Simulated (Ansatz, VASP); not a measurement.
# Re: VASP beside Ansatz

```
Re
1.0
     1.29514   -3.77070    0.00000
     1.29514    3.77070    0.00000
    -0.10999    0.00000    3.11838
Re
2
Direct
  0.86900 0.13100 0.25000
  0.13100 0.86900 0.75000
```

Alike in both runs: task single point; functional PBE; k mesh 8 × 8 × 6; occupations gaussian, width 0.1 eV; no spin polarisation.

```csv
,VASP,Ansatz
version,VASP 6.6.1,Ansatz 0.2.0
potentials or method,"VASP PAW PBE potentials, release 64 (Re_sv_GW), cutoff 560 eV","scalar-relativistic, plane waves, PAW"
valence electrons in the cell,30,30
```

```csv
,VASP,Ansatz,Ansatz less VASP
gap on the k mesh at the Fermi level (eV),none,none,-
pressure (GPa),18.1,19.5,+1.40
"traceless stress, the component that is largest in VASP (GPa)",-28.57,-28.60,-0.036
rms of the force components (eV/Å),0.400,0.398,-0.0016
```

Atom by atom the forces differ by 0.002 eV/Å (rms over components). A gap of «none» marks a metal or a gap that the smearing closes.

Spin-orbit coupling is off throughout.
